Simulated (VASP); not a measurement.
A run of VASP 6.6.1:

INCAR

```
ALGO = Normal ; EDIFF = 1E-6
ENCUT = 500 ; GGA = PE
GGA_COMPAT = F ; ISIF = 2
ISMEAR = 0 ; LASPH = T
LCHARG = F ; LMAXMIX = 6
LREAL = F ; LWAVE = F
NBANDS = 32 ; NELM = 200
PREC = Accurate ; SIGMA = 0.02
```

File KPOINTS:

```
k-points
0
Gamma
  4 4 4
```

Contents of POSCAR:

```
RbHoBr4
1.0
    5.5270935291      0.0000000000      0.0000000000
    0.0000000000      5.5270935291      0.0000000000
    0.0000000000      0.0000000000      9.0801552123
Rb Ho Br
1 1 4
Direct
    0.0000000000      0.0000000000      0.0000000000
    0.5000000000      0.5000000000      0.5000000000
    0.5000000000      0.5000000000      0.8039636520
    0.5000000000      0.5000000000      0.1960363480
    0.5000000000      0.0000000000      0.5000000000
    0.0000000000      0.5000000000      0.5000000000
```

Potentials or basis: VASP PAW PBE potentials, release 64 (Rb_sv, Ho_3, Br), 4f in core.

Run with:

```console
$ cat potpaw_PBE.64/Rb_sv/POTCAR potpaw_PBE.64/Ho_3/POTCAR potpaw_PBE.64/Br/POTCAR > POTCAR
$ mpirun -np 1 vasp_std > vasp.out
```

Hardware: 1 thread of Intel(R) Xeon(R) Platinum 8488C (Sapphire Rapids), with other jobs on the host.

Q: How long does it take, and how much memory?

A: Run time: 3.8 min on 1 thread of Intel(R) Xeon(R) Platinum 8488C (Sapphire Rapids), on a shared host, peak memory 0.41 GiB. Counts: scf iterations 15, k points 18.
